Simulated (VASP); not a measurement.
# Rh (P6_3/mmc) in VASP: notebook

The runs below take Rh through single point, with PBEsol.

Everything below comes from runs of VASP 6.6.1. Logs are shortened: lines on timing, memory, paths and dates and some standing lists are left out, and cuts for length are marked.

### 1 The cell of the first run

Symmetry: P6_3/mmc, No. 194, hexagonal system. Conventional cell: a = 2.649 Å, b = 2.649 Å, c = 4.296 Å, α = 90.00°, β = 90.00°, γ = 120.00°. Within 3.5 Å of Rh (site symmetry -6m2) lie 12 Rh at 2.64 to 2.65 Å.

This isn't the form of Rh at room conditions, which is fcc.

### 2 Single point, PBEsol (strain -0.030 along x and y, -0.030 along z)

File INCAR:

```
SYSTEM = Rh
ALGO = Fast
EDIFF = 1E-6
ENCUT = 520
GGA = PS
ISIF = 2
ISMEAR = 0
LASPH = .TRUE.
LCHARG = .TRUE.
LELF = .TRUE.
LREAL = .FALSE.
LVHAR = .TRUE.
LWAVE = .FALSE.
NBANDS = 22
NELM = 80
PREC = Accurate
SIGMA = 0.15
```

File KPOINTS:

```
k-points
0
G
  18 18 12
  0 0 0
```

File POSCAR:

```
Rh
1.0
    2.6490496710      0.0000000000      0.0000000000
   -1.3245248355      2.2941443109      0.0000000000
    0.0000000000      0.0000000000      4.2956343300
Rh
2
Direct
    0.6666666667      0.3333333333      0.7500000000
    0.3333333333      0.6666666667      0.2500000000
```

Potentials or basis: VASP PAW PBE potentials, release 64 (Rh_pv).

Launch:

```sh
> cat potpaw_PBE.64/Rh_pv/POTCAR > POTCAR
> mpirun -np 1 vasp_std > vasp.out
```

OUTCAR:

```text
SYSTEM = Rh
   EDIFF = 1E-6
   ENCUT = 520
   GGA = PS
   ISIF = 2
   ISMEAR = 0
   LASPH = .TRUE.
   LREAL = .FALSE.
   NELM = 80
   PREC = Accurate

 ion  position               nearest neighbor table
   1  0.667  0.333  0.750-   2 2.64   2 2.64   2 2.64   2 2.64   2 2.64   2 2.64
   2  0.333  0.667  0.250-   1 2.64   1 2.64   1 2.64   1 2.64   1 2.64   1 2.64

  LATTYP: Found a hexagonal cell.
 ALAT       =     2.6490496710
 C/A-ratio  =     1.6215756077

  Lattice vectors:

 A1 = (   2.6490496710,   0.0000000000,   0.0000000000)
 A2 = (  -1.3245248355,   2.2941443109,   0.0000000000)
 A3 = (   0.0000000000,   0.0000000000,   4.2956343300)

Analysis of symmetry for initial positions (statically):
=====================================================================
 Subroutine PRICEL returns:
 Original cell was already a primitive cell.

 Routine SETGRP: Setting up the symmetry group for a
 hexagonal supercell.

 Subroutine GETGRP returns: Found 24 space group operations
 (whereof 12 operations were pure point group operations)
 out of a pool of 24 trial point group operations.

The static configuration has the point symmetry D_3d.
 The point group associated with its full space group is D_6h.

Analysis of symmetry for dynamics (positions and initial velocities):
=====================================================================
 Subroutine PRICEL returns:
 Original cell was already a primitive cell.

 Routine SETGRP: Setting up the symmetry group for a
 hexagonal supercell.

 Subroutine GETGRP returns: Found 24 space group operations
 (whereof 12 operations were pure point group operations)
 out of a pool of 24 trial point group operations.

The dynamic configuration has the point symmetry D_3d.
 The point group associated with its full space group is D_6h.

 Subroutine INISYM returns: Found 24 space group operations
 (whereof 12 operations are pure point group operations),
 and found     1 'primitive' translations

----------------------------------------------------------------------------------------

                                     Primitive cell

  volume of cell :      26.1059

  direct lattice vectors                    reciprocal lattice vectors
     2.649049671  0.000000000  0.000000000     0.377493865  0.217946185  0.000000000
    -1.324524836  2.294144311  0.000000000     0.000000000  0.435892370  0.000000000
     0.000000000  0.000000000  4.295634330     0.000000000  0.000000000  0.232794489

  length of vectors
     2.649049671  2.649049671  4.295634330     0.435892370  0.435892370  0.232794489

  position of ions in fractional coordinates (direct lattice)
     0.666666667  0.333333333  0.750000000
     0.333333333  0.666666667  0.250000000

  ion indices of the primitive-cell ions
   primitive index   ion index
                 1           1
                 2           2

----------------------------------------------------------------------------------------

 KPOINTS: k-points

Automatic generation of k-mesh.
 Grid dimensions read from file:
 generate k-points for:   18   18   12

 Generating k-lattice:

  Cartesian coordinates                     Fractional coordinates (reciprocal lattice)
     0.020971881  0.012108121  0.000000000     0.055555556 -0.000000000  0.000000000
     0.000000000  0.024216243  0.000000000     0.000000000  0.055555556  0.000000000
     0.000000000  0.000000000  0.019399541     0.000000000  0.000000000  0.083333333

  Length of vectors
     0.024216243  0.024216243  0.019399541

  Shift w.r.t. Gamma in fractional coordinates (k-lattice)
     0.000000000  0.000000000  0.000000000

 Subroutine IBZKPT returns following result:
 ===========================================

 Found    259 irreducible k-points:

 Following reciprocal coordinates:
            Coordinates               Weight
  0.000000  0.000000  0.000000      1.000000
  0.055556 -0.000000  0.000000      6.000000
  0.111111 -0.000000  0.000000      6.000000
  0.166667  0.000000  0.000000      6.000000
  0.222222 -0.000000  0.000000      6.000000
[... 52 lines left out ...]
      5     -33.7113      2.00000
      6     -33.6916      2.00000
[... 14 lines left out ...]
     21      31.6642      0.00000
     22      31.8714      0.00000

 k-point     5 :       0.2222   -0.0000    0.0000
  band No.  band energies     occupation
      1     -34.4477      2.00000
      2     -34.0646      2.00000
      3     -33.9423      2.00000
      4     -33.8755      2.00000
      5     -33.7362      2.00000
      6     -33.7101      2.00000
[... 14 lines left out ...]
     21      30.8020      0.00000
     22      31.0521      0.00000

 k-point     6 :       0.2778    0.0000    0.0000
  band No.  band energies     occupation
      1     -34.3857      2.00000
      2     -34.1800      2.00000
      3     -34.0544      2.00000
      4     -33.9098      2.00000
      5     -33.7681      2.00000
      6     -33.7305      2.00000
[... 14 lines left out ...]
     21      29.5951      0.00000
     22      29.7249      0.00000

 k-point     7 :       0.3333   -0.0000    0.0000
  band No.  band energies     occupation
      1     -34.3197      2.00000
      2     -34.2883      2.00000
      3     -34.1576      2.00000
      4     -33.9414      2.00000
      5     -33.8057      2.00000
      6     -33.7500      2.00000
[... 324 lines left out ...]
      6     -33.7423      2.00000
[... 14 lines left out ...]
     21      28.8756      0.00000
     22      30.7679      0.00000

 k-point    21 :       0.2222    0.1111    0.0000
  band No.  band energies     occupation
      1     -34.3654      2.00000
      2     -34.1772      2.00000
      3     -34.1013      2.00000
      4     -33.9139      2.00000
      5     -33.7792      2.00000
      6     -33.7698      2.00000
[... 14 lines left out ...]
     21      27.7854      0.00000
     22      29.8150      0.00000

 k-point    22 :       0.2778    0.1111    0.0000
  band No.  band energies     occupation
      1     -34.3007      2.00000
      2     -34.2771      2.00000
      3     -34.1765      2.00000
      4     -33.9611      2.00000
      5     -33.8172      2.00000
      6     -33.7947      2.00000
[... 14 lines left out ...]
     21      26.6876      0.00000
     22      29.0066      0.00000

 k-point    23 :       0.3333    0.1111    0.0000
  band No.  band energies     occupation
      1     -34.3588      2.00000
      2     -34.2379      2.00000
      3     -34.2368      2.00000
      4     -33.9991      2.00000
      5     -33.8582      2.00000
      6     -33.8147      2.00000
[... 14 lines left out ...]
     21      25.7166      0.00000
     22      28.3368      0.00000

 k-point    24 :       0.3889    0.1111    0.0000
  band No.  band energies     occupation
      1     -34.4118      2.00000
      2     -34.2761      2.00000
      3     -34.1873      2.00000
      4     -34.0236      2.00000
      5     -33.8946      2.00000
      6     -33.8278      2.00000
[... 14 lines left out ...]
     21      25.0309      0.00000
     22      27.8069      0.00000

 [... further k-points ...]

------------------------ aborting loop because EDIFF is reached ----------------------------------------

  FORCE on cell =-STRESS in cart. coord.  units (eV):
  Direction    XX          YY          ZZ          XY          YZ          ZX
  --------------------------------------------------------------------------------------
  -------------------------------------------------------------------------------------
  Total        2.0562006      2.0562006      1.7781659      0.0000000     -0.0000000      0.0000000
  in kB      126.1937746    126.1937746    109.1301424      0.0000000     -0.0000000      0.0000000
  external PRESSURE =     120.5058972 kB  Pullay stress =       0.0000000 kB

 VOLUME and BASIS-vectors are now :
 -----------------------------------------------------------------------------
  energy-cutoff  :      520.00
  volume of cell :       26.11
      direct lattice vectors                 reciprocal lattice vectors
     2.649049671  0.000000000  0.000000000     0.377493865  0.217946185  0.000000000
    -1.324524836  2.294144311  0.000000000     0.000000000  0.435892370  0.000000000
     0.000000000  0.000000000  4.295634330     0.000000000  0.000000000  0.232794489

 POSITION                                       TOTAL-FORCE (eV/Angst)
 -----------------------------------------------------------------------------------
      1.32452      0.76471      3.22173         0.000000     -0.000000      0.000000
     -0.00000      1.52943      1.07391        -0.000000      0.000000      0.000000
 -----------------------------------------------------------------------------------
    total drift:                               -0.000000      0.000000     -0.000000

  FREE ENERGIE OF THE ION-ELECTRON SYSTEM (eV)
  ---------------------------------------------------
  free  energy   TOTEN  =       -16.1764849681 eV

  energy  without entropy=      -16.1444319573  energy(sigma->0) =      -16.16045846
```

Run time: 56 s. Hardware: 1 thread of AMD EPYC 9R45 (Zen 5), shared host; peak memory 0.19 GiB.

What came out:

| Quantity | Value |
| --- | --- |
| Free energy | -16.1765 eV |
| Pressure | 12.1 GPa |
| Band gap on the k mesh | zero (bands 15 and 16 overlap by 2.65 eV) |

Stress tensor (GPa, compression positive):
```
12.62  0.00  0.00
 0.00 12.62  0.00
 0.00  0.00 10.91
```

Levels at points of the mesh, in eV from the Fermi level:
```tsv
k point	band 11	band 12	band 13	band 14	band 15	band 16	band 17	band 18	band 19	band 20
(0.00, 0.00, 0.00)	-3.31	-2.74	-2.74	-2.07	-2.07	0.15	0.15	0.56	9.07	15.81
(0.50, 0.00, 0.00)	-2.97	-2.46	-2.37	0.49	0.69	0.83	3.19	5.40	10.67	11.15
(0.00, 0.00, 0.50)	-3.42	-3.42	-3.42	-3.42	-0.47	-0.47	-0.47	-0.47	14.95	14.95
(0.50, 0.00, 0.50)	-1.83	-1.83	-0.37	-0.37	0.69	0.69	2.72	2.72	9.82	9.82
```

Caveat: the cell differs from its parent crystal (strain -0.030 along x and y, -0.030 along z); the cell stands under pressure; the PAW data sets were made with another functional, which shifts forces and pressure a little.

### 3 Single point, PBEsol (strain -0.030 along x and y, -0.015 along z)

File INCAR:

```
PREC     = Accurate       # precision mode
ENCUT    = 520            # plane-wave cutoff, eV
EDIFF    = 1E-7           # SCF threshold, eV
ISMEAR   = 0              # smearing method
SIGMA    = 0.15           # smearing width, eV
LREAL    = False          # projectors in reciprocal space
LASPH    = True           # aspherical terms in the spheres
NELM     = 60             # most SCF steps
ALGO     = Fast           # electronic algorithm
ISIF     = 2              # what is computed and relaxed
LWAVE    = False          # write WAVECAR
LCHARG   = False          # write CHGCAR
GGA      = PS             # functional
NBANDS   = 22             # bands
```

File KPOINTS:

```
Automatic mesh
0
Gamma
  18 18 12
```

Edit POSCAR of step 2 so:

```diff
@@ -4,3 +4,3 @@
    -1.3245248355      2.2941443109      0.0000000000
-    0.0000000000      0.0000000000      4.2956343300
+    0.0000000000      0.0000000000      4.3620616650
 Rh
```

Potentials or basis: VASP PAW PBE potentials, release 64 (Rh_pv).

Launch:

```sh
> cat potpaw_PBE.64/Rh_pv/POTCAR > POTCAR
> mpirun -np 1 vasp_std > vasp.out
```

Run time: 66 s. Hardware: 1 thread of AMD EPYC 9R45 (Zen 5), shared host; peak memory 0.2 GiB.

It converged, with:

```
Free energy            : -16.1934 eV
Pressure               : 6.9 GPa
Band gap on the k mesh : zero (bands 15 and 16 overlap by 2.66 eV)
```

Stress tensor (GPa, compression positive):
```
9.11 0.00 0.00
0.00 9.11 0.00
0.00 0.00 2.51
```

Levels at points of the mesh, in eV from the Fermi level:
| k point | band 11 | band 12 | band 13 | band 14 | band 15 | band 16 | band 17 | band 18 | band 19 | band 20 |
| --- | --- | --- | --- | --- | --- | --- | --- | --- | --- | --- |
| (0.00, 0.00, 0.00) | -3.22 | -2.69 | -2.69 | -1.89 | -1.89 | 0.17 | 0.17 | 0.42 | 8.69 | 15.93 |
| (0.50, 0.00, 0.00) | -2.97 | -2.45 | -2.25 | 0.57 | 0.63 | 0.87 | 3.18 | 5.37 | 10.55 | 10.89 |
| (0.00, 0.00, 0.50) | -3.30 | -3.30 | -3.30 | -3.30 | -0.44 | -0.44 | -0.44 | -0.44 | 14.80 | 14.80 |
| (0.50, 0.00, 0.50) | -1.71 | -1.71 | -0.34 | -0.34 | 0.75 | 0.75 | 2.71 | 2.71 | 9.72 | 9.72 |

Caveat: the cell differs from its parent crystal (strain -0.030 along x and y, -0.015 along z); the stress differs along the axes, from 3 to 9 GPa; the PAW data sets were made with another functional, which shifts forces and pressure a little.

### 4 Single point, PBEsol (strain -0.030 along x and y, +0.000 along z)

File INCAR:

```
ALGO = Fast
EDIFF = 1E-6
ENCUT = 520
GGA = PS
ISIF = 2
ISMEAR = 0
LASPH = True
LCHARG = False
LREAL = False
LWAVE = False
NBANDS = 22
NELM = 100
PREC = Accurate
SIGMA = 0.15
```

File KPOINTS:

```
k-points
0
Gamma
  18 18 12
```

Edit POSCAR of step 3 so:

```diff
@@ -4,3 +4,3 @@
    -1.3245248355      2.2941443109      0.0000000000
-    0.0000000000      0.0000000000      4.3620616650
+    0.0000000000      0.0000000000      4.4284890000
 Rh
```

Launch:

```sh
> cat potpaw_PBE.64/Rh_pv/POTCAR > POTCAR
> mpirun -np 1 vasp_std > vasp.out
```

Wall time 68 s (1 thread of AMD EPYC 9R45 (Zen 5), shared host); peak memory 0.2 GiB.

The run converged. Its results:

- Free energy: -16.1908 eV
- Pressure: 2.3 GPa
- Band gap on the k mesh: zero (bands 15 and 16 overlap by 2.65 eV)

Stress tensor (GPa, compression positive):
```
 5.85  0.00  0.00
 0.00  5.85  0.00
 0.00  0.00 -4.79
```

Levels at points of the mesh, in eV from the Fermi level:
| k point | band 12 | band 13 | band 14 | band 15 | band 16 | band 17 | band 18 | band 19 |
| --- | --- | --- | --- | --- | --- | --- | --- | --- |
| (0.00, 0.00, 0.00) | -2.65 | -2.65 | -1.72 | -1.72 | 0.19 | 0.19 | 0.31 | 8.33 |
| (0.50, 0.00, 0.00) | -2.43 | -2.14 | 0.58 | 0.64 | 0.91 | 3.17 | 5.34 | 10.43 |
| (0.00, 0.00, 0.50) | -3.18 | -3.18 | -3.18 | -0.41 | -0.41 | -0.41 | -0.41 | 14.56 |
| (0.50, 0.00, 0.50) | -1.60 | -0.31 | -0.31 | 0.80 | 0.80 | 2.71 | 2.71 | 9.62 |

Caveat: the cell differs from its parent crystal (strain -0.030 along x and y, +0.000 along z); the stress differs along the axes, from -5 to 6 GPa; the PAW data sets were made with another functional, which shifts forces and pressure a little.

### 5 Single point, PBEsol (strain -0.015 along x and y, -0.030 along z)

File INCAR:

```
SYSTEM = Rh
PREC = Accurate ; ENCUT = 520
EDIFF = 1E-7 ; ISMEAR = 0
SIGMA = 0.15 ; LREAL = .FALSE.
LASPH = .TRUE. ; NELM = 80
ALGO = Fast ; ISIF = 2
LWAVE = .FALSE. ; LCHARG = .FALSE.
GGA = PS ; NBANDS = 22
```

File KPOINTS:

```
Automatic mesh
0
G
  18 18 12
  0 0 0
```

File POSCAR:

```
Rh
1.0
    2.6900143566      0.0000000000      0.0000000000
   -1.3450071783      2.3296207694      0.0000000000
    0.0000000000      0.0000000000      4.2956343300
Rh
2
Direct
    0.6666666667      0.3333333333      0.7500000000
    0.3333333333      0.6666666667      0.2500000000
```

Launch:

```sh
> cat potpaw_PBE.64/Rh_pv/POTCAR > POTCAR
> mpirun -np 1 vasp_std > vasp.out
```

Run time: 67 s. Hardware: 1 thread of AMD EPYC 9R45 (Zen 5), shared host; peak memory 0.2 GiB.

It converged, with:

```
Free energy            : -16.2110 eV
Pressure               : 2.1 GPa
Band gap on the k mesh : zero (bands 15 and 16 overlap by 2.55 eV)
```

Stress tensor (GPa, compression positive):
```
1.12 0.00 0.00
0.00 1.12 0.00
0.00 0.00 4.17
```

Levels at points of the mesh, in eV from the Fermi level:
```csv
k point,band 13,band 14,band 15,band 16,band 17,band 18
"(0.00, 0.00, 0.00)",-2.60,-2.09,-2.09,0.13,0.13,0.74
"(0.50, 0.00, 0.00)",-2.29,0.38,0.70,0.72,3.03,5.16
"(0.00, 0.00, 0.50)",-3.31,-3.31,-0.46,-0.46,-0.46,-0.46
"(0.50, 0.00, 0.50)",-0.36,-0.36,0.59,0.59,2.64,2.64
```

Caveat: the cell differs from its parent crystal (strain -0.015 along x and y, -0.030 along z); the PAW data sets were made with another functional, which shifts forces and pressure a little.

### 6 Single point, PBEsol (strain -0.030 along x and y, +0.015 along z)

File INCAR:

```
  PREC = Accurate
  ENCUT = 520
  EDIFF = 1E-7
  ISMEAR = 0
  SIGMA = 0.15
  LREAL = False
  LASPH = True
  NELM = 60
  ALGO = Fast
  ISIF = 2
  LWAVE = False
  LCHARG = False
  GGA = PS
  NBANDS = 22
```

File KPOINTS:

```
regular mesh
0
Gamma
  18 18 12
```

File POSCAR:

```
Rh
1.0
    2.6490496710      0.0000000000      0.0000000000
   -1.3245248355      2.2941443109      0.0000000000
    0.0000000000      0.0000000000      4.4949163350
Rh
2
Direct
    0.6666666667      0.3333333333      0.7500000000
    0.3333333333      0.6666666667      0.2500000000
```

Potentials or basis: VASP PAW PBE potentials, release 64 (Rh_pv).

Launch:

```sh
> cat potpaw_PBE.64/Rh_pv/POTCAR > POTCAR
> mpirun -np 1 vasp_std > vasp.out
```

It took 93 s on 1 thread of AMD EPYC 9R45 (Zen 5), shared host; peak memory 0.2 GiB.

The run converged. Its results:

```yaml
Free_energy: -16.1711 eV
Pressure: -1.7 GPa
Band_gap_on_the_k_mesh: zero (bands 15 and 16 overlap by 2.64 eV)
```

Stress tensor (GPa, compression positive):
```
  3.04   0.00   0.00
  0.00   3.04   0.00
  0.00   0.00 -11.06
```

Levels at points of the mesh, in eV from the Fermi level:
| k point | band 11 | band 12 | band 13 | band 14 | band 15 | band 16 | band 17 | band 18 | band 19 | band 20 |
| --- | --- | --- | --- | --- | --- | --- | --- | --- | --- | --- |
| (0.00, 0.00, 0.00) | -3.05 | -2.60 | -2.60 | -1.57 | -1.57 | 0.20 | 0.21 | 0.21 | 7.98 | 16.14 |
| (0.50, 0.00, 0.00) | -2.95 | -2.41 | -2.02 | 0.53 | 0.71 | 0.94 | 3.17 | 5.31 | 10.32 | 10.42 |
| (0.00, 0.00, 0.50) | -3.07 | -3.07 | -3.07 | -3.07 | -0.38 | -0.38 | -0.38 | -0.38 | 14.26 | 14.26 |
| (0.50, 0.00, 0.50) | -1.50 | -1.50 | -0.28 | -0.28 | 0.85 | 0.85 | 2.71 | 2.71 | 9.53 | 9.53 |

Caveat: the cell differs from its parent crystal (strain -0.030 along x and y, +0.015 along z); the stress differs along the axes, from -11 to 3 GPa; the PAW data sets were made with another functional, which shifts forces and pressure a little.

### 7 Summary

| cell | further INCAR settings | gap on the mesh (eV) | pressure (GPa) |
| --- | --- | --- | --- |
| a = 2.649, b = 2.649, c = 4.296 Å, angles 90.0, 90.0, 120.0°, 2 atoms | ALGO = Fast; EDIFF = 1e-06; NBANDS = 22 | none | 12.1 |
| a = 2.649, b = 2.649, c = 4.362 Å, angles 90.0, 90.0, 120.0°, 2 atoms | ALGO = Fast; EDIFF = 1e-07; NBANDS = 22 | none | 6.9 |
| a = 2.649, b = 2.649, c = 4.428 Å, angles 90.0, 90.0, 120.0°, 2 atoms | ALGO = Fast; EDIFF = 1e-06; NBANDS = 22 | none | 2.3 |
| a = 2.690, b = 2.690, c = 4.296 Å, angles 90.0, 90.0, 120.0°, 2 atoms | ALGO = Fast; EDIFF = 1e-07; NBANDS = 22 | none | 2.1 |
| a = 2.649, b = 2.649, c = 4.495 Å, angles 90.0, 90.0, 120.0°, 2 atoms | ALGO = Fast; EDIFF = 1e-07; NBANDS = 22 | none | -1.7 |

Alike in all rows: task single point; level PBEsol; potentials or basis VASP PAW PBE potentials, release 64 (Rh_pv); no spin polarisation; k mesh 18 × 18 × 12; cutoff (eV) 520; smearing gaussian 0.15 eV.

Caveats: the PAW data sets were made with another functional, which shifts forces and pressure a little; the cell stands under pressure (at least some runs); the stress differs along the axes, from 3 to 9 GPa (at least some runs); the stress differs along the axes, from -5 to 6 GPa (at least some runs); the stress differs along the axes, from -11 to 3 GPa (at least some runs).

Total energies depend on the potentials used, so only differences within one code and one set of settings carry meaning.
